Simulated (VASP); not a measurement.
# Be16H (a cell with a defect) in VASP: notebook

Be16H (a cell with a defect) is run at these levels: LDA; tasks: single point.

All numbers are computed with VASP 6.6.1; they aren't measurements. Logs are shortened: lines on timing, memory, paths and dates and some standing lists are left out, and cuts for length are marked.

**1. The cell of the first run**

The cell holds a defect, 17 atoms: a = 4.580 Å, b = 3.966 Å, c = 7.177 Å, α = 90.00°, β = 90.00°, γ = 90.00°.

**2. Single point, LDA**

Contents of INCAR:

```
PREC = Accurate
ENCUT = 520
EDIFF = 1E-7
ISMEAR = 0
SIGMA = 0.15
LREAL = Auto
LASPH = T
NELM = 60
ALGO = Normal
ISIF = 2
LWAVE = F
LCHARG = F
NBANDS = 30
```

Contents of KPOINTS:

```
Automatic mesh
0
Gamma
  4 4 3
```

Contents of POSCAR:

```
Be16H
1.0
   -2.2900000000     -3.9663960000      0.0000000000
    3.4350000000     -1.9831980000      0.0000000000
    0.0000000000      0.0000000000      7.1768600000
Be H
16 1
Direct
    0.7487626515      0.4981937327     -0.0059028600
    0.4677243966      0.3078905002      0.2330907946
    0.7654621693      0.5130344593      0.5228475963
    0.5003558598      0.3340072544      0.7476379642
    0.4988838953     -0.0076558602     -0.0034503947
    0.2436385433      0.8255610667      0.2484475105
    0.4979781414     -0.0030503803      0.5023315210
    0.2504287785      0.8314753720      0.7489283614
    0.2449411987      0.5028379462     -0.0044623972
   -0.0014446917      0.3327006277      0.2507504675
    0.2495588593      0.4995647126      0.5004637125
    0.0065600895      0.3315297249      0.7530564899
    0.0002919399      0.0029931710      0.0023893458
    0.7472146236      0.8377957753      0.2511202671
    0.0054041309      0.0025192023      0.5034200193
    0.7531553434      0.8435847850      0.7547151540
    0.7009555446      0.4673657051      0.3279811784
```

Potentials or basis: VASP PAW LDA potentials, release 64 (Be, H).

On the command line:

```bash
> cat potpaw_LDA.64/Be/POTCAR potpaw_LDA.64/H/POTCAR > POTCAR
> mpirun -np 1 vasp_std > vasp.out
```

OUTCAR:

```text
PREC = Accurate
   ENCUT = 520
   EDIFF = 1E-7
   ISMEAR = 0
   LREAL = Auto
   LASPH = T
   NELM = 60
   ISIF = 2

 ion  position               nearest neighbor table
   1  0.749  0.498  0.994-  12 2.20  16 2.20   4 2.20  10 2.27   5 2.27   9 2.27   2 2.27  13 2.28
                            14 2.28   9 2.31   5 2.31  13 2.31
   2  0.468  0.308  0.233-  17 1.42   5 2.11   9 2.13  10 2.15   6 2.17  14 2.27   1 2.27  11 2.29
                             7 2.30   6 2.30
   3  0.765  0.513  0.523-  17 1.44  12 2.11  16 2.12   4 2.14  11 2.22  15 2.24   7 2.28  15 2.31
                            10 2.34  14 2.34  11 2.37
   4  0.500  0.334  0.748-   3 2.14   1 2.20   7 2.21  11 2.21   9 2.23   5 2.24  12 2.26  16 2.26
                             8 2.28   8 2.30  12 2.32  16 2.33
   5  0.499  0.992  0.997-   2 2.11  16 2.17   8 2.20  14 2.24   4 2.24   6 2.25   9 2.26   1 2.27
                            13 2.28  13 2.30   1 2.31   9 2.34
   6  0.244  0.826  0.248-   2 2.17  13 2.20   9 2.22  11 2.22  15 2.24   5 2.25  10 2.25   7 2.27
                            14 2.27   2 2.30  10 2.30  14 2.31
   7  0.498  0.997  0.502-   8 2.20   4 2.21  14 2.23  16 2.24  15 2.26   6 2.27  11 2.28   3 2.28
                            11 2.30   2 2.30  15 2.32
   8  0.250  0.831  0.749-  15 2.20   9 2.20   7 2.20   5 2.20  11 2.22  13 2.25  12 2.28  12 2.28
                            16 2.28   4 2.28   4 2.30  16 2.30
   9  0.245  0.503  0.996-   2 2.13  12 2.16   8 2.20   6 2.22   4 2.23  10 2.25   5 2.26   1 2.27
                            13 2.28  13 2.28   1 2.31   5 2.34
  10  0.999  0.333  0.251-  17 1.57   2 2.15  13 2.21  11 2.23  15 2.24   6 2.25   9 2.25   1 2.27
                            14 2.28   6 2.30  14 2.31   3 2.34
  11  0.250  0.500  0.500-   4 2.21   8 2.22   6 2.22   3 2.22  12 2.23  10 2.23  15 2.27   7 2.28
                            15 2.29   2 2.29   7 2.30   3 2.37
  12  0.007  0.332  0.753-   3 2.11   9 2.16   1 2.20  13 2.21  15 2.22  11 2.23  16 2.26   4 2.26
                             8 2.28   8 2.28   4 2.32  16 2.34
  13  0.000  0.003  0.002-  16 2.20   6 2.20  10 2.21  12 2.21  14 2.23   8 2.25   9 2.28   1 2.28
                             9 2.28   5 2.28   5 2.30   1 2.31
  14  0.747  0.838  0.251-  17 1.58   7 2.23  13 2.23   5 2.24  15 2.26   2 2.27   6 2.27  10 2.28
                             1 2.28   6 2.31  10 2.31   3 2.34
  15  0.005  0.003  0.503-   8 2.20  12 2.22  16 2.23   3 2.24  10 2.24   6 2.24   7 2.26  14 2.26
                            11 2.27  11 2.29   3 2.31   7 2.32
  16  0.753  0.844  0.755-   3 2.12   5 2.17   1 2.20  13 2.20  15 2.23   7 2.24  12 2.26   4 2.26
                             8 2.28   8 2.30   4 2.33  12 2.34
  17  0.701  0.467  0.328-   2 1.42   3 1.44  10 1.57  14 1.58

  LATTYP: Found a simple orthorhombic cell.
 ALAT       =     3.9663962620
 B/A-ratio  =     1.1547004875
 C/A-ratio  =     1.8094157835

  Lattice vectors:

 A1 = (  -3.4350000000,   1.9831980000,   0.0000000000)
 A2 = (  -2.2900000000,  -3.9663960000,   0.0000000000)
 A3 = (   0.0000000000,   0.0000000000,   7.1768600000)

Analysis of symmetry for initial positions (statically):
=====================================================================
 Subroutine PRICEL returns:
 Original cell was already a primitive cell.

 Routine SETGRP: Setting up the symmetry group for a
 simple orthorhombic supercell.

 Subroutine GETGRP returns: Found  1 space group operations
 (whereof  1 operations were pure point group operations)
 out of a pool of  8 trial point group operations.

The static configuration has the point symmetry C_1 .

Analysis of symmetry for dynamics (positions and initial velocities):
=====================================================================
 Subroutine PRICEL returns:
 Original cell was already a primitive cell.

 Routine SETGRP: Setting up the symmetry group for a
 simple orthorhombic supercell.

 Subroutine GETGRP returns: Found  1 space group operations
 (whereof  1 operations were pure point group operations)
 out of a pool of  8 trial point group operations.

The dynamic configuration has the point symmetry C_1 .

 Subroutine INISYM returns: Found  1 space group operations
 (whereof  1 operations are pure point group operations),
 and found     1 'primitive' translations

----------------------------------------------------------------------------------------

                                     Primitive cell

  volume of cell :     130.3755

  direct lattice vectors                    reciprocal lattice vectors
    -2.290000000 -3.966396000  0.000000000    -0.109170306 -0.189088533  0.000000000
     3.435000000 -1.983198000  0.000000000     0.218340611 -0.126059022  0.000000000
     0.000000000  0.000000000  7.176860000     0.000000000  0.000000000  0.139336702

  length of vectors
     4.579999697  3.966396262  7.176860000     0.218340626  0.252118027  0.139336702

  position of ions in fractional coordinates (direct lattice)
     0.748762652  0.498193733  0.994097140
     0.467724397  0.307890500  0.233090795
     0.765462169  0.513034459  0.522847596
     0.500355860  0.334007254  0.747637964
     0.498883895  0.992344140  0.996549605
     0.243638543  0.825561067  0.248447511
[... 9 lines left out ...]
     0.753155343  0.843584785  0.754715154
     0.700955545  0.467365705  0.327981178

  ion indices of the primitive-cell ions
   primitive index   ion index
                 1           1
                 2           2
                 3           3
                 4           4
                 5           5
                 6           6
[... 9 lines left out ...]
                16          16
                17          17

----------------------------------------------------------------------------------------

 KPOINTS: Automatic mesh

Automatic generation of k-mesh.
 Grid dimensions read from file:
 generate k-points for:    4    4    3

 Generating k-lattice:

  Cartesian coordinates                     Fractional coordinates (reciprocal lattice)
    -0.027292576 -0.047272133  0.000000000     0.250000000  0.000000000  0.000000000
     0.054585153 -0.031514755  0.000000000     0.000000000  0.250000000  0.000000000
     0.000000000  0.000000000  0.046445567     0.000000000  0.000000000  0.333333333

  Length of vectors
     0.054585156  0.063029507  0.046445567

  Shift w.r.t. Gamma in fractional coordinates (k-lattice)
     0.000000000  0.000000000  0.000000000

 Subroutine IBZKPT returns following result:
 ===========================================

 Found     26 irreducible k-points:

 Following reciprocal coordinates:
            Coordinates               Weight
  0.000000  0.000000  0.000000      1.000000
  0.250000  0.000000  0.000000      2.000000
  0.500000  0.000000  0.000000      1.000000
  0.000000  0.250000  0.000000      2.000000
  0.250000  0.250000  0.000000      2.000000
 -0.250000  0.250000  0.000000      2.000000
[... 16 lines left out ...]
  0.000000  0.500000  0.333333      2.000000
  0.250000  0.500000  0.333333      2.000000
 [... further k-points ...]
   k-points           NKPTS =     26   k-points in BZ     NKDIM =     26   number of bands    NBANDS=     30
   number of dos      NEDOS =    301   number of ions     NIONS =     17
   total plane-waves  NPLWV =  58320
   dimension x,y,z NGX =    36 NGY =   30 NGZ =   54
   dimension x,y,z NGXF=    72 NGYF=   60 NGZF=  108
   ions per type =              16   1
   NGX,Y,Z   is equivalent  to a cutoff of  13.07, 12.57, 12.51 a.u.
   NGXF,Y,Z  is equivalent  to a cutoff of  26.13, 25.15, 25.02 a.u.
 SYSTEM =  unknown system
   PREC   = accura    normal or accurate (medium, high low for compatibility)
   ISTART =      0    job   : 0-new  1-cont  2-samecut
   ICHARG =      2    charge: 1-file 2-atom 10-const
   ISPIN  =      1    spin polarized calculation?
   LNONCOLLINEAR =      F non collinear calculations
   LSORBIT =      F    spin-orbit coupling
   LASPH  =      T    aspherical Exc in radial PAW
   ENCUT  =  520.0 eV  38.22 Ry    6.18 a.u.   8.52  7.37 13.34*2*pi/ulx,y,z
   NELM   =     60;   NELMIN=  2; NELMDL= -5     # of ELM steps
   EDIFF  = 0.1E-06   stopping-criterion for ELM
   LREAL  =      T    real-space projection
   EDIFFG = 0.1E-05   stopping-criterion for IOM
   NSW    =      0    number of steps for IOM
   IBRION =     -1    ionic relax: 0-MD 1-quasi-New 2-CG
   NFREE  =      0    steps in history (QN), initial steepest desc. (CG)
   ISIF   =      2    stress and relaxation
   ISYM   =      2    0-nonsym 1-usesym 2-fastsym
   POTIM  = 0.5000    time-step for ionic-motion
   TEBEG  =    0.0;   TEEND  =   0.0 temperature during run
   PSTRESS=    0.0 pullay stress
   NELECT =      33.0000    total number of electrons
   NUPDOWN=      -1.0000    fix difference up-down
   EMIN   =  10.00;   EMAX   =-10.00  energy-range for DOS
   EFERMI =   0.00;   METHOD = LEGACY
   ISMEAR =     0;   SIGMA  =   0.15  broadening in eV -4-tet -1-fermi 0-gaus
   EFERMI_NEDOS =   21; number of points for ismear=-14 and -15
   IALGO  =     38    algorithm
   IMIX   =      4    mixing-type and parameters
     AMIX     =   0.40;   BMIX     =  1.00
     AMIX_MAG =   1.60;   BMIX_MAG =  1.00
  volume/ion in A,a.u.               =       7.67        51.75
  Fermi-wavevector in a.u.,A,eV,Ry     =   1.035573  1.956950 14.591049  1.072412
  Thomas-Fermi vector in A             =   2.169923
   LORBIT       =      0    0 simple, 1 ext, 2 COOP (PROOUT), +10 PAW based schemes
   GGA     = CA    functional components
   LHFCALC =     F    Hartree Fock is set to
   AEXX    =    0.0000 exact exchange contribution
   IVDW    =     0    specifies the selected vdW correction
   LEPSILON=     F    determine dielectric tensor
   LRPA    =     F    only Hartree local field effects (RPA)
 non-spin polarized calculation
 Gauss-broadening in eV      SIGMA  =   0.15
  energy-cutoff  :      520.00
  volume of cell :      130.38
 maximum number of plane-waves:      3529
 NGX is ok and might be reduce to    36
   NGX = 17   NGY = 15   NGZ = 27

 number of electron      33.0000000 magnetization

 Free energy of the ion-electron system (eV)
  ---------------------------------------------------
  ext. energy  EPLUGINS =         0.00000000
  ---------------------------------------------------
  free energy    TOTEN  =       -68.85582986 eV

  energy without entropy =      -68.83459867  energy(sigma->0) =      -68.84521426

 E-fermi :   7.2522     XC(G=0): -10.5982

 val. band max:        7.2211205358   @ k =   0.0000   0.5000   0.0000
 cond. band min:       7.2581431422   @ k =   0.5000   0.2500   0.0000
 fundamental gap:      0.0370226064
 Fermi energy:         7.2521714341

 k-point     1 :       0.0000    0.0000    0.0000
  band No.  band energies     occupation
      1      -5.1766      2.00000
      2      -3.1377      2.00000
      3      -2.3479      2.00000
      4      -0.3189      2.00000
      5       0.7918      2.00000
      6       1.4347      2.00000
[... 20 lines left out ...]
     27      10.0685      0.00000
     28      10.1223      0.00000

 k-point     2 :       0.2500    0.0000    0.0000
  band No.  band energies     occupation
      1      -4.9222      2.00000
      2      -2.9624      2.00000
      3      -2.0173      2.00000
      4      -1.6596      2.00000
      5      -0.0109      2.00000
      6       0.5999      2.00000
[... 674 lines left out ...]
 k-point    24 :       0.2500    0.5000    0.3333
  band No.  band energies     occupation
      1      -3.9784      2.00000
      2      -2.1322      2.00000
      3      -1.7513      2.00000
      4      -1.4197      2.00000
      5      -0.3732      2.00000
      6       0.4051      2.00000
[... 20 lines left out ...]
     27      12.8684      0.00000
     28      13.0479      0.00000

 [... further k-points ...]

 [bands above 28 left out]

------------------------ aborting loop because EDIFF is reached ----------------------------------------

  FORCE on cell =-STRESS in cart. coord.  units (eV):
  Direction    XX          YY          ZZ          XY          YZ          ZX
  --------------------------------------------------------------------------------------
  -------------------------------------------------------------------------------------
  Total       -3.7578657     -4.3629516     -2.2588349     -0.4646294     -0.7406338      0.0909389
  in kB      -46.1801998    -53.6160668    -27.7586952     -5.7098051     -9.1016075      1.1175425
  external PRESSURE =     -42.5183206 kB  Pullay stress =       0.0000000 kB

 VOLUME and BASIS-vectors are now :
 -----------------------------------------------------------------------------
  energy-cutoff  :      520.00
  volume of cell :      130.38
      direct lattice vectors                 reciprocal lattice vectors
    -2.290000000 -3.966396000  0.000000000    -0.109170306 -0.189088533  0.000000000
     3.435000000 -1.983198000  0.000000000     0.218340611 -0.126059022  0.000000000
     0.000000000  0.000000000  7.176860000     0.000000000  0.000000000  0.139336702

 POSITION                                       TOTAL-FORCE (eV/Angst)
 -----------------------------------------------------------------------------------
     -0.00337     -3.95791      7.13450         0.013627      0.046843     -0.035743
     -0.01349     -2.46579      1.67286         0.020404      0.022265      0.235936
      0.00936     -4.05358      3.75240        -0.020384      0.234603     -0.103274
      0.00150     -2.64701      5.36569        -0.008981      0.052529      0.017026
      2.26626     -3.94679      7.15210         0.033191      0.003661      0.079456
      2.27787     -2.60362      1.78307        -0.047865      0.024028      0.069772
[... 9 lines left out ...]
      1.17299     -4.66031      5.41649        -0.011732      0.046702      0.013754
      0.00021     -3.70715      2.35388        -0.015198     -0.747021     -0.638829
 -----------------------------------------------------------------------------------
    total drift:                               -0.000034     -0.001042     -0.000469

  FREE ENERGIE OF THE ION-ELECTRON SYSTEM (eV)
  ---------------------------------------------------
  free  energy   TOTEN  =       -68.8558298567 eV

  energy  without entropy=      -68.8345986706  energy(sigma->0) =      -68.84521426
```

Wall time 3.4 min (1 thread of Intel Xeon 8259CL, shared host); peak memory 0.23 GiB.

Results:

| Property | Result |
| --- | --- |
| Free energy | -68.8558 eV |
| Pressure | -4.3 GPa |
| Largest force | 0.983 eV/Å |
| Band gap on the k mesh | zero (an odd number of electrons rules out a gap without spin polarisation) |

Forces in eV/Å, atoms in the order of the input:
```
Be   0.014  0.047 -0.036
Be   0.020  0.022  0.236
Be  -0.020  0.235 -0.103
Be  -0.009  0.053  0.017
Be   0.033  0.004  0.079
Be  -0.048  0.024  0.070
Be   0.006  0.043  0.048
Be   0.004  0.017  0.054
Be  -0.033  0.023  0.057
Be  -0.037  0.009  0.033
Be   0.002  0.043  0.041
Be   0.029  0.036  0.000
Be  -0.004  0.056  0.041
Be   0.070  0.021  0.051
Be   0.001  0.068  0.036
Be  -0.012  0.047  0.014
H   -0.015 -0.747 -0.639
```

Levels at points of the mesh, in eV from the Fermi level:
```
           k point  band 14  band 15  band 16  band 17  band 18  band 19
(0.00, 0.00, 0.00)    -3.83    -0.78     0.07     0.29     0.46     0.72
(0.50, 0.00, 0.00)    -2.59    -2.46    -2.41    -0.46     0.12     0.26
(0.00, 0.50, 0.00)    -3.68    -2.88    -2.70    -0.03     0.30     0.59
(0.50, 0.50, 0.00)    -1.21    -1.04    -0.99    -0.18     0.35     0.41
```

Caveat: the k points lie up to 0.40 Å⁻¹ apart, too coarse for converged energies and pressures of a metal.

**3. Single point, LDA**

Contents of INCAR:

```
SYSTEM = Be16H
PREC = Accurate
ENCUT = 520
EDIFF = 1E-7
ISMEAR = 0
SIGMA = 0.15
LREAL = Auto
LASPH = .True.
NELM = 100
ALGO = Normal
ISIF = 2
LWAVE = .False.
LCHARG = .False.
GGA = CA
NBANDS = 30
```

Contents of KPOINTS:

```
regular mesh
0
Gamma
  4 4 3
  0 0 0
```

Contents of POSCAR:

```
Be16H
1.0
   -2.2900000000     -3.9663960000      0.0000000000
    3.4350000000     -1.9831980000      0.0000000000
    0.0000000000      0.0000000000      7.1768600000
Be H
16 1
Direct
    0.7494648781      0.4976560614     -0.0034587549
    0.4672715133      0.3065463655      0.2261636705
    0.7742592960      0.5200232279      0.5264409505
    0.5005260763      0.3347221877      0.7481756646
    0.4978923776     -0.0104822286     -0.0051703670
    0.2417880177      0.8274589696      0.2473340709
    0.4986988156     -0.0032240792      0.5016314934
    0.2498994894      0.8303929638      0.7480961033
    0.2430056067      0.5039918019     -0.0054822025
   -0.0037644679      0.3333622616      0.2507571556
    0.2497698916      0.5000119510      0.4999721327
    0.0075874998      0.3297325690      0.7540868848
    0.0003378108      0.0035917283      0.0017663714
    0.7480679141      0.8336481873      0.2504598111
    0.0068872999      0.0032378215      0.5029575608
    0.7531898444      0.8446316575      0.7553229407
    0.6639064005      0.4425964067      0.3514288979
```

Potentials or basis: VASP PAW LDA potentials, release 64 (Be, H).

On the command line:

```bash
> cat potpaw_LDA.64/Be/POTCAR potpaw_LDA.64/H/POTCAR > POTCAR
> mpirun -np 1 vasp_std > vasp.out
```

Run time: 3.5 min. Hardware: 1 thread of Intel Xeon 8259CL, shared host; peak memory 0.23 GiB.

It converged, with:

- Free energy: -68.5541 eV
- Pressure: -3.9 GPa
- Largest force: 0.955 eV/Å
- Band gap on the k mesh: zero (an odd number of electrons rules out a gap without spin polarisation)

Forces on the atoms (eV/Å):
```
Be   0.005  0.034 -0.040
Be   0.008  0.071  0.153
Be  -0.016  0.146  0.011
Be  -0.013  0.030 -0.022
Be   0.011  0.009  0.051
Be  -0.025  0.042  0.049
Be  -0.012  0.050  0.059
Be   0.000  0.008  0.037
Be  -0.008  0.025  0.028
Be   0.026  0.070  0.060
Be   0.016  0.047  0.040
Be   0.011  0.018  0.010
Be   0.008  0.036  0.037
Be   0.008  0.073  0.074
Be   0.000  0.050  0.036
Be  -0.005  0.024  0.029
H   -0.015 -0.734 -0.611
```

Stress tensor (GPa, compression positive):
```
-3.76 -0.80  0.29
-0.80 -5.53 -1.89
 0.29 -1.89 -2.39
```

Levels at points of the mesh, in eV from the Fermi level:
| k point | band 12 | band 13 | band 14 | band 15 | band 16 | band 17 | band 18 | band 19 | band 20 | band 21 |
| --- | --- | --- | --- | --- | --- | --- | --- | --- | --- | --- |
| (0.00, 0.00, 0.00) | -4.33 | -4.21 | -3.84 | -0.64 | 0.06 | 0.19 | 0.41 | 0.75 | 1.05 | 1.22 |
| (0.50, 0.00, 0.00) | -2.79 | -2.70 | -2.62 | -2.45 | -2.38 | -0.43 | 0.19 | 0.31 | 0.45 | 0.48 |
| (0.00, 0.50, 0.00) | -4.15 | -3.84 | -3.62 | -2.92 | -2.70 | 0.00 | 0.17 | 0.62 | 0.69 | 0.84 |
| (0.50, 0.50, 0.00) | -6.41 | -1.76 | -1.25 | -1.03 | -1.00 | 0.04 | 0.38 | 0.42 | 0.56 | 3.72 |

Caveat: the k points lie up to 0.40 Å⁻¹ apart, too coarse for converged energies and pressures of a metal.

(Part 1 of 2 ends here.)
